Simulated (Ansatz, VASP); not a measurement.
# Two plane-wave programs on CsPt

```
Cs Pt
1.0
     4.95993    0.00000    0.00000
    -2.47997    4.29543    0.00000
     0.00000    0.00000    6.45432
Cs Pt
1 1
Direct
  0.00000 0.00000 0.00000
  0.33333 0.66667 0.50000
```

Alike in both runs: task single point; functional PBE; k mesh 6 × 6 × 4; occupations gaussian, width 0.1 eV; no spin polarisation.

```csv
,VASP,Ansatz
version,VASP 6.6.1,Ansatz 0.2.0
potentials or method,"VASP PAW PBE potentials, release 64 (Cs_sv, Pt), cutoff 520 eV","scalar-relativistic, plane waves, PAW"
valence electrons in the cell,19,27
```

```tsv
	VASP	Ansatz	Ansatz less VASP
gap on the k mesh at the Fermi level (eV)	none	none	-
pressure (GPa)	-2.2	-2.2	0.00
traceless stress, the component that is largest in VASP (GPa)	-1.97	-1.96	+0.009
```

A gap of «none» marks a metal or a gap that the smearing closes. VASP's potentials hold 19 valence electrons a cell and Ansatz's 27, so a difference there can come from the potentials and not from the codes.

Spin-orbit coupling is off throughout.
